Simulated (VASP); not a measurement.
## Zn: single point with PBE

The system is Zn.

```xyz
2
Lattice="2.6648 0.0000 0.0000 -1.3324 2.3078 0.0115 0.0000 0.0247 4.9467" Properties=species:S:1:pos:R:3 pbc="T T T"
Zn    0.0000    1.5447    1.2444
Zn    1.3324    0.7878    3.7139
```

This cell differs from its parent crystal: strain +0.0100 x Voigt [0, 0, 0, 1, 0, 0].

| Property | Result |
| --- | --- |
| Program | VASP 6.6.1 |
| Task | single point |
| Functional | PBE |
| Potentials or basis | VASP PAW PBE potentials, release 64 (Zn) |
| Cutoff | 520 eV |
| k mesh | 21 × 21 × 10 |
| Occupations | gaussian, width 0.15 eV |
| Spin | no spin polarisation |

The pressure is 0.1 GPa. The band gap on the k mesh is zero (band 12 reaches 4.60 eV, above the bottom of band 13 at 0.07 eV).

Stress tensor (GPa, compression positive):
```
-0.71  0.00  0.00
 0.00 -0.65 -0.21
 0.00 -0.21  1.50
```

Levels at points of the mesh, in eV from the Fermi level:
```csv
k point,band 9,band 10,band 11,band 12,band 13,band 14,band 15,band 16
"(0.00, 0.00, 0.00)",-7.38,-7.18,-7.18,-3.71,-3.12,13.55,17.18,17.35
"(0.00, 0.00, 0.50)",-7.27,-7.27,-7.26,-7.26,4.51,4.51,18.56,18.57
```

It took 3.5 min on 1 thread of Intel(R) Xeon(R) 6975P-C (Granite Rapids), on a shared host, peak memory 0.59 GiB.

Caveat: the cell differs from its parent crystal (strain +0.0100 x Voigt [0, 0, 0, 1, 0, 0]).
